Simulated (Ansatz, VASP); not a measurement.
## NaF in VASP and in Ansatz

The input POSCAR:

```
NaF
1.0
    2.2741008377      2.2741008377      0.0000000000
   -2.2741008377      2.2741008377      0.0000000000
    0.0000000000      2.2741008377      2.3060492409
Na F
1 1
Direct
    0.0000000000      0.0000000000      0.0000000000
    0.5000000000      0.5000000000      0.0000000000
```

INCAR.step1

```
SYSTEM = NaF
PREC = Accurate
ENCUT = 520
ISMEAR = 0
SIGMA = 0.01
LREAL = .FALSE.
LASPH = .TRUE.
NELM = 100
NBANDS = 14
GGA = PE
ALGO = Normal
EDIFF = 1E-4
LWAVE = .TRUE.
LCHARG = .FALSE.
```

Contents of INCAR.step2:

```
SYSTEM = NaF
PREC = Accurate
ENCUT = 520
EDIFF = 1E-6
ISMEAR = 0
SIGMA = 0.01
LREAL = .FALSE.
LASPH = .TRUE.
NELM = 100
ALGO = Normal
ISIF = 2
LWAVE = .FALSE.
LCHARG = .TRUE.
METAGGA = R2SCAN
LMIXTAU = .TRUE.
LELF = .TRUE.
LVHAR = .TRUE.
NBANDS = 14
ISTART = 1
```

Contents of KPOINTS:

```
Automatic mesh
0
G
  8 8 8
  0 0 0
```

Input for Ansatz:

```yaml
crystal:
  lattice:
    - [2.27410083774, 2.27410083774, 0.0]
    - [-2.27410083774, 2.27410083774, 0.0]
    - [0.0, 2.27410083774, 2.30604924092]
  atoms:
    - { symbol: Na, position: [0.0, 0.0, 0.0] }
    - { symbol: F, position: [0.5, 0.5, 0.0] }
kpoints:
  mp_grid: { grid: [8, 8, 8] }
scf:
  occupations: { method: fixed }
  convergence: { dr2_threshold: 1.0e-10 }
hamiltonian:
  xc: r2scan
  pseudopotentials: { kind: paw }
output:
  forces: true
  stress: true
  eigenstates:
    kpoints:
      - [0.0, 0.0, 0.0]
      - [-0.5, -0.5, -0.5]
      - [-0.5, 0.5, 0.0]
      - [0.0, 0.0, -0.5]
      - [0.0, -0.5, -0.5]
      - [0.0, 0.5, 0.0]
      - [-0.5, 0.0, 0.0]
      - [-0.5, 0.0, -0.5]
  eigenvalues: true
```

Change from the starting cell: film at in-plane strain -0.01.

Alike in both runs: task single point; functional r2SCAN; k mesh 8 × 8 × 8; no spin polarisation.

```csv
,VASP,Ansatz
version,VASP 6.6.1,Ansatz 0.2.0
potentials or method,"VASP PAW PBE potentials, release 64 (Na_pv, F)","PAW with Ansatz's default frozen-core files, scalar-relativistic"
plane-wave cutoff (eV),520,500
occupations,"gaussian, width 0.01 eV",fixed
valence electrons in the cell,14,16
```

VASP gave:

| Item | Value |
| --- | --- |
| gap on the k mesh at the Fermi level (eV) | 7.42 |
| pressure (GPa) | 0.2 |
| traceless stress, the component that is largest in VASP (GPa) | -0.99 |

Q: Estimate Ansatz's values.

A: gap on the k mesh at the Fermi level (eV): 7.38; pressure (GPa): 1.0; traceless stress, the component that is largest in VASP (GPa): -0.95.

VASP's potentials were made for PBE, not for r2SCAN. VASP's potentials hold 14 valence electrons a cell and Ansatz's 16, so a difference there can come from the potentials and not from the codes.
